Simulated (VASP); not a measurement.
Here is a VASP 6.6.1 calculation.

File POSCAR:

```
CoO
1.0
    1.4851228673      0.8574360872      2.4069508786
   -1.4851228673      0.8574360872      2.4069508786
    0.0000000000     -1.7148721745      2.4069508786
Co O
1 1
Direct
    0.0000000000      0.0000000000      0.0000000000
    0.5000000000      0.5000000000      0.5000000000
```

Contents of INCAR.step1:

```
PREC     = Accurate       # precision mode
ENCUT    = 520            # plane-wave cutoff, eV
ISMEAR   = -1             # smearing method
SIGMA    = 0.05           # smearing width, eV
LREAL    = False          # projectors in reciprocal space
LASPH    = True           # aspherical terms in the spheres
NELM     = 150            # most SCF steps
ISPIN    = 2              # spin polarisation
MAGMOM   = 2 0            # initial moments
LMAXMIX  = 4              # l up to which the mixer works
NBANDS   = 18             # bands
GGA      = PE             # functional
ALGO     = Normal         # electronic algorithm
EDIFF    = 1E-4           # SCF threshold, eV
LWAVE    = True           # write WAVECAR
LCHARG   = False          # write CHGCAR
```

INCAR.step2

```
PREC     = Accurate       # precision mode
ENCUT    = 520            # plane-wave cutoff, eV
EDIFF    = 1E-7           # SCF threshold, eV
ISMEAR   = -1             # smearing method
SIGMA    = 0.05           # smearing width, eV
LREAL    = False          # projectors in reciprocal space
LASPH    = True           # aspherical terms in the spheres
NELM     = 150            # most SCF steps
ALGO     = Normal         # electronic algorithm
ISIF     = 2              # what is computed and relaxed
LWAVE    = False          # write WAVECAR
LCHARG   = False          # write CHGCAR
ISPIN    = 2              # spin polarisation
MAGMOM   = 2 0            # initial moments
LORBIT   = 11             # projections on sites
LMAXMIX  = 4              # l up to which the mixer works
METAGGA  = R2SCAN         # meta-GGA
LMIXTAU  = True         
NBANDS   = 18             # bands
ISTART   = 1
```

File KPOINTS:

```
regular mesh
0
Gamma
  11 11 11
```

Potentials or basis: VASP PAW PBE potentials, release 64 (Co, O).

Launch:

```bash
$ cat potpaw_PBE.64/Co/POTCAR potpaw_PBE.64/O/POTCAR > POTCAR
$ cp INCAR.step1 INCAR
$ mpirun -np 1 vasp_std > vasp.out
$ cp INCAR.step2 INCAR
$ mpirun -np 1 vasp_std > vasp.out
```

**Question.** Predict the net moment.

**Answer.** 3.00 μB per cell.

**Question.** What does it give for the site moments?

**Answer.** Co +2.69; O +0.29 μB.

**Question.** What does it give for the pressure?

**Answer.** 3.3 GPa.

Stress tensor (GPa, compression positive):
```
3.33 0.00 0.00
0.00 3.33 0.00
0.00 0.00 3.14
```

Caveat: the PAW data sets were made with another functional, which shifts forces and pressure a little; a cell with one magnetic atom can't hold antiferromagnetic order, which such compounds often take.
